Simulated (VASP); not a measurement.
# PbS (Pm-3m) in VASP: a series of runs

The runs below take PbS through single point, with PBE.

Everything below comes from runs of VASP 6.6.1. Logs are shortened: lines on timing, memory, paths and dates and some standing lists are left out, and cuts for length are marked.

## (1) The cell of the first run

Symmetry: Pm-3m, No. 221, cubic system. The conventional cell has a = 3.654 Å, b = 3.654 Å, c = 3.654 Å, α = 90.00°, β = 90.00°, γ = 90.00°. Within 4.2 Å of Pb (site symmetry m-3m) lie 8 S at 3.16 Å and 6 Pb at 3.65 Å. S (site symmetry m-3m) has 8 Pb at 3.16 Å and 6 S at 3.65 Å within 4.2 Å.

## (2) Single point, PBE

Input file INCAR:

```
ALGO = Normal ; EDIFF = 1E-6
ENCUT = 520 ; GGA = PE
ISIF = 2 ; ISMEAR = -1
LASPH = True ; LCHARG = True
LELF = True ; LREAL = False
LVHAR = True ; LWAVE = False
NBANDS = 17 ; NELM = 80
PREC = Accurate ; SIGMA = 0.05
```

Input file KPOINTS:

```
k-points
0
Gamma
  8 8 8
```

Input file POSCAR:

```
PbS
1.0
    3.6536590000      0.0000000000      0.0000000000
    0.0000000000      3.6536590000      0.0000000000
    0.0000000000      0.0000000000      3.6536590000
Pb S
1 1
Direct
    0.0000000000      0.0000000000      0.0000000000
    0.5000000000      0.5000000000      0.5000000000
```

Potentials or basis: VASP PAW PBE potentials, release 64 (Pb_d, S).

Command:

```bash
> cat potpaw_PBE.64/Pb_d/POTCAR potpaw_PBE.64/S/POTCAR > POTCAR
> mpirun -np 1 vasp_std > vasp.out
```

OUTCAR:

```text
EDIFF = 1E-6
   ENCUT = 520
   GGA = PE
   ISIF = 2
   ISMEAR = -1
   LASPH = True
   LREAL = False
   NELM = 80
   PREC = Accurate

 ion  position               nearest neighbor table
   1  0.000  0.000  0.000-   2 3.16   2 3.16   2 3.16   2 3.16   2 3.16   2 3.16   2 3.16   2 3.16

   2  0.500  0.500  0.500-   1 3.16   1 3.16   1 3.16   1 3.16   1 3.16   1 3.16   1 3.16   1 3.16

  LATTYP: Found a simple cubic cell.
 ALAT       =     3.6536590000

  Lattice vectors:

 A1 = (   3.6536590000,   0.0000000000,   0.0000000000)
 A2 = (   0.0000000000,   3.6536590000,   0.0000000000)
 A3 = (   0.0000000000,   0.0000000000,   3.6536590000)

Analysis of symmetry for initial positions (statically):
=====================================================================
 Subroutine PRICEL returns:
 Original cell was already a primitive cell.

 Routine SETGRP: Setting up the symmetry group for a
 simple cubic supercell.

 Subroutine GETGRP returns: Found 48 space group operations
 (whereof 48 operations were pure point group operations)
 out of a pool of 48 trial point group operations.

The static configuration has the point symmetry O_h .

Analysis of symmetry for dynamics (positions and initial velocities):
=====================================================================
 Subroutine PRICEL returns:
 Original cell was already a primitive cell.

 Routine SETGRP: Setting up the symmetry group for a
 simple cubic supercell.

 Subroutine GETGRP returns: Found 48 space group operations
 (whereof 48 operations were pure point group operations)
 out of a pool of 48 trial point group operations.

The dynamic configuration has the point symmetry O_h .

 Subroutine INISYM returns: Found 48 space group operations
 (whereof 48 operations are pure point group operations),
 and found     1 'primitive' translations

----------------------------------------------------------------------------------------

                                     Primitive cell

  volume of cell :      48.7735

  direct lattice vectors                    reciprocal lattice vectors
     3.653659000  0.000000000  0.000000000     0.273698230  0.000000000  0.000000000
     0.000000000  3.653659000  0.000000000     0.000000000  0.273698230  0.000000000
[... 74 lines left out ...]
   NGXF,Y,Z  is equivalent  to a cutoff of  25.48, 25.48, 25.48 a.u.
 SYSTEM =  unknown system
   PREC   = accura    normal or accurate (medium, high low for compatibility)
   ISTART =      0    job   : 0-new  1-cont  2-samecut
   ICHARG =      2    charge: 1-file 2-atom 10-const
   ISPIN  =      1    spin polarized calculation?
   LNONCOLLINEAR =      F non collinear calculations
   LSORBIT =      F    spin-orbit coupling
   LASPH  =      T    aspherical Exc in radial PAW
   ENCUT  =  520.0 eV  38.22 Ry    6.18 a.u.   6.79  6.79  6.79*2*pi/ulx,y,z
   NELM   =     80;   NELMIN=  2; NELMDL= -5     # of ELM steps
   EDIFF  = 0.1E-05   stopping-criterion for ELM
   LREAL  =      F    real-space projection
[... 7 lines left out ...]
   TEBEG  =    0.0;   TEEND  =   0.0 temperature during run
   PSTRESS=    0.0 pullay stress
   NELECT =      20.0000    total number of electrons
   NUPDOWN=      -1.0000    fix difference up-down
   EMIN   =  10.00;   EMAX   =-10.00  energy-range for DOS
   EFERMI =   0.00;   METHOD = LEGACY
   ISMEAR =    -1;   SIGMA  =   0.05  broadening in eV -4-tet -1-fermi 0-gaus
   EFERMI_NEDOS =   21; number of points for ismear=-14 and -15
   IALGO  =     38    algorithm
   IMIX   =      4    mixing-type and parameters
     AMIX     =   0.40;   BMIX     =  1.00
     AMIX_MAG =   1.60;   BMIX_MAG =  1.00
  volume/ion in A,a.u.               =      24.39       164.57
  Fermi-wavevector in a.u.,A,eV,Ry     =   1.216252  2.298383 20.126668  1.479268
  Thomas-Fermi vector in A             =   2.351612
   LORBIT       =      0    0 simple, 1 ext, 2 COOP (PROOUT), +10 PAW based schemes
   GGA     = PE    functional components
   LHFCALC =     F    Hartree Fock is set to
   AEXX    =    0.0000 exact exchange contribution
   IVDW    =     0    specifies the selected vdW correction
   LEPSILON=     F    determine dielectric tensor
   LRPA    =     F    only Hartree local field effects (RPA)
 non-spin polarized calculation
  energy-cutoff  :      520.00
  volume of cell :       48.77
 maximum number of plane-waves:      1357
 NGX is ok and might be reduce to    28
   NGX = 13   NGY = 13   NGZ = 13

 number of electron      19.9999995 magnetization

 Free energy of the ion-electron system (eV)
  ---------------------------------------------------
  ext. energy  EPLUGINS =         0.00000000
  ---------------------------------------------------
  free energy    TOTEN  =        -8.25940373 eV

  energy without entropy =       -8.25416646  energy(sigma->0) =       -8.25678509

 E-fermi :   6.0793     XC(G=0): -10.1710

 val. band max:        6.0724852685   @ k =   0.5000   0.3750   0.3750
 cond. band min:       6.3493170187   @ k =   0.5000   0.5000   0.3750
 fundamental gap:      0.2768317502
 Fermi energy:         6.0793310952

 k-point     1 :       0.0000    0.0000    0.0000
  band No.  band energies     occupation
      1     -10.7955      2.00000
      2     -10.7955      2.00000
      3     -10.5849      2.00000
      4     -10.5849      2.00000
      5     -10.5849      2.00000
      6      -7.0236      2.00000
[... 457 lines left out ...]
      4     -10.6352      2.00000
      5     -10.5556      2.00000
      6      -5.0651      2.00000
[... 9 lines left out ...]
     16      16.4535      0.00000
     17      18.4464      0.00000

 [... further k-points ...]

------------------------ aborting loop because EDIFF is reached ----------------------------------------

  FORCE on cell =-STRESS in cart. coord.  units (eV):
  Direction    XX          YY          ZZ          XY          YZ          ZX
  --------------------------------------------------------------------------------------
  -------------------------------------------------------------------------------------
  Total       -0.0515748     -0.0515748     -0.0515748      0.0000000      0.0000000      0.0000000
  in kB       -1.6941982     -1.6941982     -1.6941982      0.0000000      0.0000000      0.0000000
  external PRESSURE =      -1.6941982 kB  Pullay stress =       0.0000000 kB

 VOLUME and BASIS-vectors are now :
 -----------------------------------------------------------------------------
  energy-cutoff  :      520.00
  volume of cell :       48.77
      direct lattice vectors                 reciprocal lattice vectors
     3.653659000  0.000000000  0.000000000     0.273698230  0.000000000  0.000000000
     0.000000000  3.653659000  0.000000000     0.000000000  0.273698230  0.000000000
     0.000000000  0.000000000  3.653659000     0.000000000  0.000000000  0.273698230

 POSITION                                       TOTAL-FORCE (eV/Angst)
 -----------------------------------------------------------------------------------
      0.00000      0.00000      0.00000         0.000000      0.000000      0.000000
      1.82683      1.82683      1.82683         0.000000      0.000000      0.000000
 -----------------------------------------------------------------------------------
    total drift:                               -0.000000      0.000000      0.000000

  FREE ENERGIE OF THE ION-ELECTRON SYSTEM (eV)
  ---------------------------------------------------
  free  energy   TOTEN  =        -8.2594037278 eV

  energy  without entropy=       -8.2541664612  energy(sigma->0) =       -8.25678509
```

It took 11 s on 1 thread of Intel Xeon 6975P-C (Granite Rapids), shared host; peak memory 0.17 GiB.

Results:

```
Free energy            : -8.2594 eV
Pressure               : -0.2 GPa
Band gap on the k mesh : zero (bands 10 and 11 overlap by 0.40 eV)
```

Caveat: semilocal functionals underestimate gaps, so a narrow gap can read as zero; spin-orbit coupling is left out, which moves the levels of the heavy elements.

## (3) Single point, PBE

Input file INCAR:

```
ALGO = Normal
EDIFF = 1E-7
ENCUT = 520
GGA = PE
ISIF = 2
ISMEAR = -1
LASPH = True
LCHARG = False
LREAL = False
LWAVE = False
NBANDS = 17
NELM = 60
PREC = Accurate
SIGMA = 0.05
```

Input file KPOINTS:

```
k-points
0
Gamma
  10 10 10
```

POSCAR is that of step 2.

Potentials or basis: VASP PAW PBE potentials, release 64 (Pb_d, S).

Command:

```bash
> cat potpaw_PBE.64/Pb_d/POTCAR potpaw_PBE.64/S/POTCAR > POTCAR
> mpirun -np 1 vasp_std > vasp.out
```

OUTCAR:

```text
EDIFF = 1E-7
   ENCUT = 520
   GGA = PE
   ISIF = 2
   ISMEAR = -1
   LASPH = True
   LREAL = False
   NELM = 60
   PREC = Accurate

 ion  position               nearest neighbor table
   1  0.000  0.000  0.000-   2 3.16   2 3.16   2 3.16   2 3.16   2 3.16   2 3.16   2 3.16   2 3.16

   2  0.500  0.500  0.500-   1 3.16   1 3.16   1 3.16   1 3.16   1 3.16   1 3.16   1 3.16   1 3.16

  LATTYP: Found a simple cubic cell.
 ALAT       =     3.6536590000

  Lattice vectors:

 A1 = (   3.6536590000,   0.0000000000,   0.0000000000)
 A2 = (   0.0000000000,   3.6536590000,   0.0000000000)
 A3 = (   0.0000000000,   0.0000000000,   3.6536590000)

Analysis of symmetry for initial positions (statically):
=====================================================================
 Subroutine PRICEL returns:
 Original cell was already a primitive cell.

 Routine SETGRP: Setting up the symmetry group for a
 simple cubic supercell.

 Subroutine GETGRP returns: Found 48 space group operations
 (whereof 48 operations were pure point group operations)
 out of a pool of 48 trial point group operations.

The static configuration has the point symmetry O_h .

Analysis of symmetry for dynamics (positions and initial velocities):
=====================================================================
 Subroutine PRICEL returns:
 Original cell was already a primitive cell.

 Routine SETGRP: Setting up the symmetry group for a
 simple cubic supercell.

 Subroutine GETGRP returns: Found 48 space group operations
 (whereof 48 operations were pure point group operations)
 out of a pool of 48 trial point group operations.

The dynamic configuration has the point symmetry O_h .

 Subroutine INISYM returns: Found 48 space group operations
 (whereof 48 operations are pure point group operations),
[... 110 lines left out ...]
   EFERMI =   0.00;   METHOD = LEGACY
   ISMEAR =    -1;   SIGMA  =   0.05  broadening in eV -4-tet -1-fermi 0-gaus
   EFERMI_NEDOS =   21; number of points for ismear=-14 and -15
   IALGO  =     38    algorithm
   IMIX   =      4    mixing-type and parameters
     AMIX     =   0.40;   BMIX     =  1.00
     AMIX_MAG =   1.60;   BMIX_MAG =  1.00
  volume/ion in A,a.u.               =      24.39       164.57
  Fermi-wavevector in a.u.,A,eV,Ry     =   1.216252  2.298383 20.126668  1.479268
  Thomas-Fermi vector in A             =   2.351612
   LORBIT       =      0    0 simple, 1 ext, 2 COOP (PROOUT), +10 PAW based schemes
   GGA     = PE    functional components
   LHFCALC =     F    Hartree Fock is set to
   AEXX    =    0.0000 exact exchange contribution
   IVDW    =     0    specifies the selected vdW correction
   LEPSILON=     F    determine dielectric tensor
   LRPA    =     F    only Hartree local field effects (RPA)
 non-spin polarized calculation
  energy-cutoff  :      520.00
  volume of cell :       48.77
 maximum number of plane-waves:      1357
 NGX is ok and might be reduce to    28
   NGX = 13   NGY = 13   NGZ = 13

 number of electron      19.9999995 magnetization

 Free energy of the ion-electron system (eV)
  ---------------------------------------------------
  ext. energy  EPLUGINS =         0.00000000
  ---------------------------------------------------
  free energy    TOTEN  =        -8.26047799 eV

  energy without entropy =       -8.25607025  energy(sigma->0) =       -8.25827412

 E-fermi :   6.0666     XC(G=0): -10.1708

 val. band max:        6.0572109158   @ k =   0.2000   0.2000   0.1000
 cond. band min:       6.1066941303   @ k =   0.5000   0.5000   0.4000
 fundamental gap:      0.0494832146
 Fermi energy:         6.0666399726

 k-point     1 :       0.0000    0.0000    0.0000
  band No.  band energies     occupation
      1     -10.7966      2.00000
      2     -10.7966      2.00000
      3     -10.5860      2.00000
      4     -10.5860      2.00000
      5     -10.5860      2.00000
      6      -7.0224      2.00000
[... 457 lines left out ...]
      4     -10.6294      2.00000
      5     -10.5930      2.00000
      6      -6.1692      2.00000
[... 9 lines left out ...]
     16      16.9907      0.00000
     17      17.4928      0.00000

 [... further k-points ...]

------------------------ aborting loop because EDIFF is reached ----------------------------------------

  FORCE on cell =-STRESS in cart. coord.  units (eV):
  Direction    XX          YY          ZZ          XY          YZ          ZX
  --------------------------------------------------------------------------------------
  -------------------------------------------------------------------------------------
  Total       -0.0379118     -0.0379118     -0.0379118     -0.0000000     -0.0000000     -0.0000000
  in kB       -1.2453789     -1.2453789     -1.2453789     -0.0000000     -0.0000000     -0.0000000
  external PRESSURE =      -1.2453789 kB  Pullay stress =       0.0000000 kB

 VOLUME and BASIS-vectors are now :
 -----------------------------------------------------------------------------
  energy-cutoff  :      520.00
  volume of cell :       48.77
      direct lattice vectors                 reciprocal lattice vectors
     3.653659000  0.000000000  0.000000000     0.273698230  0.000000000  0.000000000
     0.000000000  3.653659000  0.000000000     0.000000000  0.273698230  0.000000000
     0.000000000  0.000000000  3.653659000     0.000000000  0.000000000  0.273698230

 POSITION                                       TOTAL-FORCE (eV/Angst)
 -----------------------------------------------------------------------------------
      0.00000      0.00000      0.00000         0.000000      0.000000      0.000000
      1.82683      1.82683      1.82683         0.000000      0.000000      0.000000
 -----------------------------------------------------------------------------------
    total drift:                               -0.000000      0.000000      0.000000

  FREE ENERGIE OF THE ION-ELECTRON SYSTEM (eV)
  ---------------------------------------------------
  free  energy   TOTEN  =        -8.2604779949 eV

  energy  without entropy=       -8.2560702525  energy(sigma->0) =       -8.25827412
```

OSZICAR:

```text
N       E                     dE             d eps       ncg     rms          rms(c)
DAV:   1     0.154939078469E+03    0.15494E+03   -0.96824E+03  1904   0.126E+03
DAV:   2     0.227968853295E+01   -0.15266E+03   -0.14691E+03  2080   0.322E+02
DAV:   3    -0.868346881951E+01   -0.10963E+02   -0.10808E+02  2485   0.890E+01
DAV:   4    -0.892423730138E+01   -0.24077E+00   -0.24057E+00  2439   0.143E+01
DAV:   5    -0.893307599556E+01   -0.88387E-02   -0.88377E-02  2736   0.266E+00    0.433E+00
DAV:   6    -0.826843637198E+01    0.66464E+00   -0.17391E+00  2929   0.913E+00    0.310E+00
DAV:   7    -0.826380947016E+01    0.46269E-02   -0.14930E-01  2237   0.194E+00    0.187E+00
DAV:   8    -0.826187936702E+01    0.19301E-02   -0.25266E-02  2262   0.142E+00    0.381E-01
DAV:   9    -0.826042042101E+01    0.14589E-02   -0.81054E-03  2811   0.612E-01    0.119E-01
DAV:  10    -0.826050386533E+01   -0.83444E-04   -0.65029E-04  2506   0.159E-01    0.133E-01
DAV:  11    -0.826047931105E+01    0.24554E-04   -0.12674E-04  2610   0.827E-02    0.838E-03
DAV:  12    -0.826047818777E+01    0.11233E-05   -0.90844E-06  2560   0.262E-02    0.675E-03
DAV:  13    -0.826047800656E+01    0.18121E-06   -0.71523E-07  2571   0.646E-03    0.562E-04
DAV:  14    -0.826047799490E+01    0.11658E-07   -0.22400E-08  1224   0.152E-03
   1 F= -.82604780E+01 E0= -.82582741E+01  d E =-.440774E-02
```

Run time: 16 s. Hardware: 1 thread of Intel Xeon 6975P-C (Granite Rapids), shared host; peak memory 0.18 GiB.

What came out:

```yaml
Free_energy: -8.2605 eV
Pressure: -0.1 GPa
Band_gap_on_the_k_mesh: zero (bands 10 and 11 overlap by 0.41 eV)
```

Caveat: semilocal functionals underestimate gaps, so a narrow gap can read as zero; spin-orbit coupling is left out, which moves the levels of the heavy elements.

## (4) Single point, PBE

Input file INCAR:

```
PREC = Accurate ; ENCUT = 520
EDIFF = 1E-6 ; ISMEAR = -1
SIGMA = 0.05 ; LREAL = F
LASPH = T ; NELM = 100
ALGO = Normal ; ISIF = 2
LWAVE = F ; LCHARG = T
GGA = PE ; LELF = T
LVHAR = T ; NBANDS = 17
```

Input file KPOINTS:

```
Automatic mesh
0
Gamma
  12 12 12
```

POSCAR is that of step 3.

Command:

```bash
> cat potpaw_PBE.64/Pb_d/POTCAR potpaw_PBE.64/S/POTCAR > POTCAR
> mpirun -np 1 vasp_std > vasp.out
```

Run time: 20 s. Hardware: 1 thread of Intel Xeon 6975P-C (Granite Rapids), shared host; peak memory 0.2 GiB.

Results (log left out):

```yaml
Free_energy: -8.2602 eV
Pressure: -0.1 GPa
Band_gap_on_the_k_mesh: zero (bands 10 and 11 overlap by 0.47 eV)
```

Levels at points of the mesh, in eV from the Fermi level:
```
           k point  band 8  band 9  band 10  band 11  band 12  band 13
(0.00, 0.00, 0.00)   -1.54   -1.54    -1.54     5.54     5.54     6.57
(0.50, 0.00, 0.00)   -0.43   -0.43    -0.08     0.37     3.99     3.99
(0.50, 0.50, 0.00)   -4.38   -4.38    -0.24     4.24     4.24     5.97
(0.50, 0.50, 0.50)   -2.33   -2.33    -2.33    -0.42    -0.42    -0.42
```

Caveat: semilocal functionals underestimate gaps, so a narrow gap can read as zero; spin-orbit coupling is left out, which moves the levels of the heavy elements.

## (5) Summary

| k mesh | gap on the mesh (eV) | pressure (GPa) |
| --- | --- | --- |
| 8 × 8 × 8 | none | -0.2 |
| 10 × 10 × 10 | none | -0.1 |
| 12 × 12 × 12 | none | -0.1 |

Alike in all rows: task single point; level PBE; potentials or basis VASP PAW PBE potentials, release 64 (Pb_d, S); no spin polarisation; cell as given; cutoff (eV) 520; smearing fermi-dirac 0.05 eV.

Caveats: semilocal functionals underestimate gaps, so a narrow gap can read as zero; spin-orbit coupling is left out, which moves the levels of the heavy elements.

Total energies depend on the potentials used, so only differences within one code and one set of settings carry meaning.
